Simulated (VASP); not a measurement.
The system is In.

```xyz
1
Lattice="0.0000 2.2356 2.2356 2.2356 0.0000 2.2356 2.2356 2.2356 0.0000" Properties=species:S:1:pos:R:3 pbc="T T T"
In    0.0000    0.0000    0.0000
```

| Quantity | Value |
| --- | --- |
| Program | VASP 6.6.1 |
| Task | relaxation of cell and atoms |
| Functional | PBEsol |
| Potentials or basis | VASP PAW PBE potentials, release 64 (In_d) |
| Cutoff | 600 eV |
| k mesh | 8 × 8 × 8 |
| Occupations | gaussian, width 0.1 eV |
| Spin | no spin polarisation |

At the start: pressure 8.9 GPa; volume 22.35 Å³/atom.

How do energy, volume and symmetry change on relaxing?

Over 3 steps the energy falls by 79.4 meV/atom and the volume is 25.61 Å³/atom (+14.6 %); space group Fm-3m (No. 225, to 0.05 Å).

Step by step:
```csv
step,energy change (eV),largest force (eV/Å),pressure (GPa),volume (Å³)
1,0.0000,0.0000,8.86,22.35
2,-0.0747,0.0000,-1.47,26.59
3,-0.0794,0.0000,0.05,25.61
```

Final structure:
```
CELL_PARAMETERS angstrom
0.00000 2.33961 2.33961
2.33961 0.00000 2.33961
2.33961 2.33961 0.00000
ATOMIC_POSITIONS crystal
In 0.00000 0.00000 0.00000
```

Caveat: the PAW data sets were made with another functional, which shifts forces and pressure a little.
